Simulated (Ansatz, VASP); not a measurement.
**Te3MoPt in VASP and in Ansatz**

```
Te Mo Pt
1.0
     4.13410    0.00000    0.00000
     0.00000    4.13410    0.00000
     0.00000    0.00000    8.29058
Te Mo Pt
3 1 1
Direct
  0.50000 0.50000 0.07231
  0.00000 0.50000 0.55026
  0.50000 0.00000 0.55026
  0.50000 0.50000 0.76481
  0.00000 0.00000 0.90425
```

Change from the starting cell: species swapped into the CeBPt3 type (P4mm, No. 99).

Alike in both runs: functional PBE; k mesh 10 × 10 × 6; occupations gaussian, width 0.1 eV; no spin polarisation.

Ansatz relaxed the structure, and its values are those at the end. VASP's run is a single point on that final structure, the one shown.

```csv
,VASP,Ansatz
version,VASP 6.6.1,Ansatz 0.2.0
potentials or method,"VASP PAW PBE potentials, release 64 (Te, Mo_sv, Pt), cutoff 520 eV","scalar-relativistic, plane waves, PAW"
valence electrons in the cell,42,80
```

```csv
,VASP,Ansatz,Ansatz less VASP
gap on the k mesh at the Fermi level (eV),none,none,-
pressure (GPa),0.0,0.0,+0.03
rms of the force components (eV/Å),0.008,0.001,-0.0073
```

A gap of «none» marks a metal or a gap that the smearing closes. VASP's potentials hold 42 valence electrons a cell and Ansatz's 80, so a difference there can come from the potentials and not from the codes.

Neither program's run includes spin-orbit coupling.
